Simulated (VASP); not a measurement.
Set up this calculation in VASP 6.6.1, as the native input.

| Property | Result |
| --- | --- |
| Task | single point |
| Functional | PBE |
| Potentials or basis | VASP PAW PBE potentials, release 64 (La) |
| Cutoff | 500 eV |
| k mesh | 12 × 12 × 12 |
| Occupations | fermi-dirac, width 0.08 eV |
| Spin | no spin polarisation |
| Dipole correction | no |
| Further INCAR settings | ALGO = Normal; EDIFF = 1e-06; NBANDS = 12 |

The structure of La lies in POSCAR:

```
La
1.0
    3.1548589807      0.0000000000      0.0000000000
    0.0000000000      3.1548589807      0.0000000000
    0.0000000000      0.0000000000      3.1548589807
La
1
Direct
    0.0000000000      0.0000000000      0.0000000000
```

This cell differs from its parent crystal: volume scaled by 0.85.

The input as run:

INCAR

```
  ALGO = Normal
  EDIFF = 1E-6
  ENCUT = 500
  GGA = PE
  GGA_COMPAT = False
  ISIF = 2
  ISMEAR = -1
  LASPH = True
  LCHARG = False
  LMAXMIX = 6
  LREAL = False
  LWAVE = False
  NBANDS = 12
  NELM = 200
  PREC = Accurate
  SIGMA = 0.08
```

KPOINTS

```
k-points
0
Gamma
  12 12 12
```

Potentials or basis: VASP PAW PBE potentials, release 64 (La).

Command:

```bash
$ cat potpaw_PBE.64/La/POTCAR > POTCAR
$ mpirun -np 1 vasp_std > vasp.out
```

Results of the run:

The pressure is 5.0 GPa.

It took 24 s on 1 thread of Intel(R) Xeon(R) Platinum 8259CL CPU @ 2.50GHz (Skylake/Cascade Lake) (shared host), peak memory 0.17 GiB.
